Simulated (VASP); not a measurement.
# Mo (Im-3m) in VASP: further runs

The runs below take Mo through single point, relaxation of cell and atoms, with PBE.

All numbers are computed with VASP 6.6.1; they aren't measurements. Logs are shortened: lines on timing, memory, paths and dates and some standing lists are left out, and cuts for length are marked.

## (1) The cell of the first run

Symmetry: Im-3m, No. 229, cubic system. Conventional cell: a = 3.085 Å, b = 3.085 Å, c = 3.085 Å, α = 90.00°, β = 90.00°, γ = 90.00°. Within 3.5 Å of Mo (site symmetry m-3m) lie 14 Mo at 2.67 to 3.09 Å.

## (2) Single point, PBE

Input file INCAR:

```
SYSTEM = Mo
PREC = Accurate
ENCUT = 520
EDIFF = 1E-6
ISMEAR = -1
SIGMA = 0.1
LREAL = .False.
LASPH = .True.
NELM = 60
ALGO = Fast
ISIF = 2
LWAVE = .False.
LCHARG = .False.
GGA = PE
NBANDS = 13
```

Input file KPOINTS:

```
regular mesh
0
Gamma
  18 18 18
  0 0 0
```

Input file POSCAR:

```
Mo
1.0
   -1.5426868161      1.5426868161      1.5426868161
    1.5426868161     -1.5426868161      1.5426868161
    1.5426868161      1.5426868161     -1.5426868161
Mo
1
Direct
    0.0000000000      0.0000000000      0.0000000000
```

Potentials or basis: VASP PAW PBE potentials, release 64 (Mo_sv).

Run with:

```sh
> cat potpaw_PBE.64/Mo_sv/POTCAR > POTCAR
> mpirun -np 1 vasp_std > vasp.out
```

OUTCAR:

```text
SYSTEM = Mo
   PREC = Accurate
   ENCUT = 520
   EDIFF = 1E-6
   ISMEAR = -1
   LREAL = .False.
   LASPH = .True.
   NELM = 60
   ISIF = 2
   GGA = PE

 ion  position               nearest neighbor table
   1  0.000  0.000  0.000-

  LATTYP: Found a body centered cubic cell.
 ALAT       =     3.0853736322

  Lattice vectors:

 A1 = (  -1.5426868161,   1.5426868161,   1.5426868161)
 A2 = (   1.5426868161,  -1.5426868161,   1.5426868161)
 A3 = (   1.5426868161,   1.5426868161,  -1.5426868161)

Analysis of symmetry for initial positions (statically):
=====================================================================
 Subroutine PRICEL returns:
 Original cell was already a primitive cell.

 Routine SETGRP: Setting up the symmetry group for a
 body centered cubic supercell.

 Subroutine GETGRP returns: Found 48 space group operations
 (whereof 48 operations were pure point group operations)
 out of a pool of 48 trial point group operations.

The static configuration has the point symmetry O_h .

Analysis of symmetry for dynamics (positions and initial velocities):
=====================================================================
 Subroutine PRICEL returns:
 Original cell was already a primitive cell.

 Routine SETGRP: Setting up the symmetry group for a
 body centered cubic supercell.

 Subroutine GETGRP returns: Found 48 space group operations
 (whereof 48 operations were pure point group operations)
 out of a pool of 48 trial point group operations.

The dynamic configuration has the point symmetry O_h .

 Subroutine INISYM returns: Found 48 space group operations
 (whereof 48 operations are pure point group operations),
 and found     1 'primitive' translations

----------------------------------------------------------------------------------------

                                     Primitive cell

  volume of cell :      14.6857

  direct lattice vectors                    reciprocal lattice vectors
    -1.542686816  1.542686816  1.542686816     0.000000000  0.324109855  0.324109855
     1.542686816 -1.542686816  1.542686816     0.324109855  0.000000000  0.324109855
     1.542686816  1.542686816 -1.542686816     0.324109855  0.324109855  0.000000000

  length of vectors
     2.672011946  2.672011946  2.672011946     0.458360552  0.458360552  0.458360552

  position of ions in fractional coordinates (direct lattice)
     0.000000000  0.000000000  0.000000000

  ion indices of the primitive-cell ions
   primitive index   ion index
                 1           1

----------------------------------------------------------------------------------------

 KPOINTS: regular mesh

Automatic generation of k-mesh.
 Grid dimensions read from file:
 generate k-points for:   18   18   18

 Generating k-lattice:

  Cartesian coordinates                     Fractional coordinates (reciprocal lattice)
     0.000000000  0.018006103  0.018006103     0.055555556  0.000000000  0.000000000
     0.018006103  0.000000000  0.018006103     0.000000000  0.055555556  0.000000000
     0.018006103  0.018006103  0.000000000     0.000000000  0.000000000  0.055555556

  Length of vectors
     0.025464475  0.025464475  0.025464475

  Shift w.r.t. Gamma in fractional coordinates (k-lattice)
     0.000000000  0.000000000  0.000000000

 Subroutine IBZKPT returns following result:
 ===========================================

 Found    195 irreducible k-points:

 Following reciprocal coordinates:
            Coordinates               Weight
  0.000000  0.000000  0.000000      1.000000
  0.055556  0.000000  0.000000     12.000000
  0.111111  0.000000  0.000000     12.000000
  0.166667  0.000000  0.000000     12.000000
  0.222222  0.000000  0.000000     12.000000
  0.277778  0.000000  0.000000     12.000000
[... 16 lines left out ...]
  0.333333  0.111111  0.000000     48.000000
  0.388889  0.111111  0.000000     48.000000
 [... further k-points ...]
   k-points           NKPTS =    195   k-points in BZ     NKDIM =    195   number of bands    NBANDS=     13
   number of dos      NEDOS =    301   number of ions     NIONS =      1
   total plane-waves  NPLWV =   8000
   dimension x,y,z NGX =    20 NGY =   20 NGZ =   20
   dimension x,y,z NGXF=    40 NGYF=   40 NGZF=   40
   ions per type =               1
   NGX,Y,Z   is equivalent  to a cutoff of  12.44, 12.44, 12.44 a.u.
   NGXF,Y,Z  is equivalent  to a cutoff of  24.89, 24.89, 24.89 a.u.
 SYSTEM =  Mo
   PREC   = accura    normal or accurate (medium, high low for compatibility)
   ISTART =      0    job   : 0-new  1-cont  2-samecut
   ICHARG =      2    charge: 1-file 2-atom 10-const
   ISPIN  =      1    spin polarized calculation?
   LNONCOLLINEAR =      F non collinear calculations
   LSORBIT =      F    spin-orbit coupling
   LASPH  =      T    aspherical Exc in radial PAW
   ENCUT  =  520.0 eV  38.22 Ry    6.18 a.u.   4.97  4.97  4.97*2*pi/ulx,y,z
   NELM   =     60;   NELMIN=  2; NELMDL= -5     # of ELM steps
   EDIFF  = 0.1E-05   stopping-criterion for ELM
   LREAL  =      F    real-space projection
   EDIFFG = 0.1E-04   stopping-criterion for IOM
   NSW    =      0    number of steps for IOM
   IBRION =     -1    ionic relax: 0-MD 1-quasi-New 2-CG
   NFREE  =      0    steps in history (QN), initial steepest desc. (CG)
   ISIF   =      2    stress and relaxation
   ISYM   =      2    0-nonsym 1-usesym 2-fastsym
   POTIM  = 0.5000    time-step for ionic-motion
   TEBEG  =    0.0;   TEEND  =   0.0 temperature during run
   PSTRESS=    0.0 pullay stress
   NELECT =      14.0000    total number of electrons
   NUPDOWN=      -1.0000    fix difference up-down
   EMIN   =  10.00;   EMAX   =-10.00  energy-range for DOS
   EFERMI =   0.00;   METHOD = LEGACY
   ISMEAR =    -1;   SIGMA  =   0.10  broadening in eV -4-tet -1-fermi 0-gaus
   EFERMI_NEDOS =   21; number of points for ismear=-14 and -15
   IALGO  =     68    algorithm
   IMIX   =      4    mixing-type and parameters
     AMIX     =   0.40;   BMIX     =  1.00
     AMIX_MAG =   1.60;   BMIX_MAG =  1.00
  volume/ion in A,a.u.               =      14.69        99.10
  Fermi-wavevector in a.u.,A,eV,Ry     =   1.611213  3.044752 35.320844  2.596009
  Thomas-Fermi vector in A             =   2.706640
   LORBIT       =      0    0 simple, 1 ext, 2 COOP (PROOUT), +10 PAW based schemes
   GGA     = PE    functional components
   LHFCALC =     F    Hartree Fock is set to
   AEXX    =    0.0000 exact exchange contribution
   IVDW    =     0    specifies the selected vdW correction
   LEPSILON=     F    determine dielectric tensor
   LRPA    =     F    only Hartree local field effects (RPA)
 non-spin polarized calculation
 RMM-DIIS sequential band-by-band and
  energy-cutoff  :      520.00
  volume of cell :       14.69
 maximum number of plane-waves:       410
   NGX =  9   NGY =  9   NGZ =  9

 number of electron      13.9999997 magnetization

 Free energy of the ion-electron system (eV)
  ---------------------------------------------------
  ext. energy  EPLUGINS =         0.00000000
  ---------------------------------------------------
  free energy    TOTEN  =       -10.86799777 eV

  energy without entropy =      -10.84726129  energy(sigma->0) =      -10.85762953

 E-fermi :  13.6441     XC(G=0): -13.7462

 val. band max:       13.6414026128   @ k =  -0.3889   0.4444   0.2778
 cond. band min:      13.7026166157   @ k =  -0.3333   0.3889   0.2778
 fundamental gap:      0.0612140029
 Fermi energy:        13.6440583017

 k-point     1 :       0.0000    0.0000    0.0000
  band No.  band energies     occupation
      1     -47.6732      2.00000
      2     -20.7795      2.00000
      3     -20.7795      2.00000
      4     -20.7795      2.00000
      5       6.1962      2.00000
      6      12.1347      2.00000
      7      12.1347      2.00000
      8      12.1347      2.00000
      9      15.3993      0.00000
     10      15.3993      0.00000
     11      28.5428      0.00000
     12      28.5428      0.00000
     13      28.5428      0.00000

 k-point     2 :       0.0556    0.0000    0.0000
  band No.  band energies     occupation
      1     -47.6632      2.00000
      2     -20.8350      2.00000
      3     -20.7963      2.00000
      4     -20.7800      2.00000
      5       6.3437      2.00000
      6      12.0489      2.00000
      7      12.1208      2.00000
      8      12.2743      2.00000
      9      15.2675      0.00000
     10      15.4005      0.00000
     11      28.6597      0.00000
     12      28.7919      0.00000
     13      28.8606      0.00000

 k-point     3 :       0.1111    0.0000    0.0000
  band No.  band energies     occupation
      1     -47.6344      2.00000
      2     -20.9931      2.00000
      3     -20.8447      2.00000
      4     -20.7814      2.00000
      5       6.7619      2.00000
      6      11.8112      2.00000
      7      12.0604      2.00000
      8      12.6874      1.99986
      9      14.9810      0.00000
     10      15.4105      0.00000
     11      28.9471      0.00000
     12      29.5175      0.00000
     13      29.6635      0.00000
[... 305 lines left out ...]
 k-point    23 :       0.3333    0.1111    0.0000
  band No.  band energies     occupation
      1     -47.3617      2.00000
      2     -22.2579      2.00000
      3     -21.3097      2.00000
      4     -20.8677      2.00000
      5       8.5347      2.00000
      6      10.2294      2.00000
      7      13.0717      1.99348
      8      15.1869      0.00000
      9      16.3012      0.00000
     10      18.5548      0.00000
     11      26.8427      0.00000
     12      27.7224      0.00000
     13      32.4744      0.00000

 k-point    24 :       0.3889    0.1111    0.0000
  band No.  band energies     occupation
      1     -47.3332      2.00000
      2     -22.3755      2.00000
      3     -21.3654      2.00000
      4     -20.8704      2.00000
      5       8.3665      2.00000
      6      10.0931      2.00000
      7      13.7381      0.56179
      8      15.3225      0.00000
      9      16.5892      0.00000
     10      19.5038      0.00000
     11      26.1551      0.00000
     12      26.7738      0.00000
     13      31.4937      0.00000

 [... further k-points ...]
[... 5 lines left out ...]
  --------------------------------------------------------------------------------------
  -------------------------------------------------------------------------------------
  Total        2.0799815      2.0799815      2.0799815      0.0000000      0.0000000     -0.0000000
  in kB      226.9220822    226.9220822    226.9220822      0.0000000      0.0000000     -0.0000000
  external PRESSURE =     226.9220822 kB  Pullay stress =       0.0000000 kB

 VOLUME and BASIS-vectors are now :
 -----------------------------------------------------------------------------
  energy-cutoff  :      520.00
  volume of cell :       14.69
      direct lattice vectors                 reciprocal lattice vectors
    -1.542686816  1.542686816  1.542686816     0.000000000  0.324109855  0.324109855
     1.542686816 -1.542686816  1.542686816     0.324109855  0.000000000  0.324109855
     1.542686816  1.542686816 -1.542686816     0.324109855  0.324109855  0.000000000

 POSITION                                       TOTAL-FORCE (eV/Angst)
 -----------------------------------------------------------------------------------
      0.00000      0.00000      0.00000        -0.000000     -0.000000      0.000000
 -----------------------------------------------------------------------------------
    total drift:                                0.000000     -0.000000      0.000000

  FREE ENERGIE OF THE ION-ELECTRON SYSTEM (eV)
  ---------------------------------------------------
  free  energy   TOTEN  =       -10.8679977731 eV

  energy  without entropy=      -10.8472612902  energy(sigma->0) =      -10.85762953
```

It took 17 s on 1 thread of AMD EPYC 9R45 (Zen 5), shared host; peak memory 0.12 GiB.

What came out:

```
Free energy            : -10.8680 eV
Pressure               : 22.7 GPa
Band gap on the k mesh : zero (bands 7 and 8 overlap by 5.84 eV)
```

Caveat: the cell stands under pressure.

## (3) Relaxation of cell and atoms, PBE, target pressure 22 GPa, at which the enthalpy is minimised

Input file INCAR:

```
SYSTEM = Mo
ALGO     = Normal         ! electronic algorithm
EDIFF    = 1E-6           ! SCF threshold, eV
EDIFFG   = -0.002         ! ionic threshold
ENCUT    = 600            ! plane-wave cutoff, eV
GGA      = PE             ! functional
IBRION   = 2              ! ionic algorithm
ISIF     = 3              ! what is computed and relaxed
ISMEAR   = -1             ! smearing method
LASPH    = .TRUE.         ! aspherical terms in the spheres
LCHARG   = .FALSE.        ! write CHGCAR
LREAL    = .FALSE.        ! projectors in reciprocal space
LWAVE    = .FALSE.        ! write WAVECAR
NELM     = 100            ! most SCF steps
NSW      = 80             ! ionic steps
PREC     = Accurate       ! precision mode
PSTRESS  = 220.0        
SIGMA    = 0.1            ! smearing width, eV
```

Input file KPOINTS:

```
k-points
0
G
  18 18 18
  0 0 0
```

Input file POSCAR:

```
Mo
1.0
   -1.5430232262      1.5430232262      1.5430232262
    1.5430232262     -1.5430232262      1.5430232262
    1.5430232262      1.5430232262     -1.5430232262
Mo
1
Direct
    0.0000000000      0.0000000000      0.0000000000
```

Potentials or basis: VASP PAW PBE potentials, release 64 (Mo_sv).

Run with:

```sh
> cat potpaw_PBE.64/Mo_sv/POTCAR > POTCAR
> mpirun -np 1 vasp_std > vasp.out
```

Run time: 36 s. Hardware: 1 thread of AMD EPYC 9R45 (Zen 5), shared host; peak memory 0.14 GiB.

It converged, with:

```
Free energy                                                : -10.8715 eV
Relaxed volume                                             : 14.71 Å³/atom
Relaxed cell                                               : a = 2.673 Å, b = 2.673 Å, c = 2.673 Å, α = 109.47°, β = 109.47°, γ = 109.47°
Space group after relaxing (to 0.1 Å)                      : Im-3m (No. 229)
Energy change on relaxing (the run minimises the enthalpy) : -2.0 meV/atom
Ionic steps                                                : 3
Pressure after relaxing                                    : 22.0 GPa
Band gap on the k mesh                                     : zero (bands 7 and 8 overlap by 5.83 eV)
```

Step by step:
```tsv
step	energy change (eV)	largest force (eV/Å)	pressure (GPa)	volume (Å³)
1	0.0000	0.0000	22.36	14.70
2	-0.0095	0.0000	20.69	14.77
3	-0.0020	0.0000	22.00	14.71
```

Final structure:
```
Mo
1.0
    -1.54353    1.54353    1.54353
     1.54353   -1.54353    1.54353
     1.54353    1.54353   -1.54353
Mo
1
Cartesian
  0.0000 0.0000 0.0000
```

Levels at points of the mesh, in eV from the Fermi level:
```csv
k point,band 5,band 6,band 7,band 8,band 9,band 10
"(0.00, 0.00, 0.00)",-7.44,-1.51,-1.51,-1.51,1.75,1.75
"(0.50, 0.00, 0.00)",-5.72,-3.72,1.82,1.86,2.50,5.17
"(0.50, 0.50, 0.50)",-5.95,-5.95,4.32,4.32,4.32,9.54
```

Caveat: the cell is relaxed towards a set pressure, so the run minimises the enthalpy, not the energy.

The gap in the log of VASP goes by the Fermi energy; the results here count the filled bands.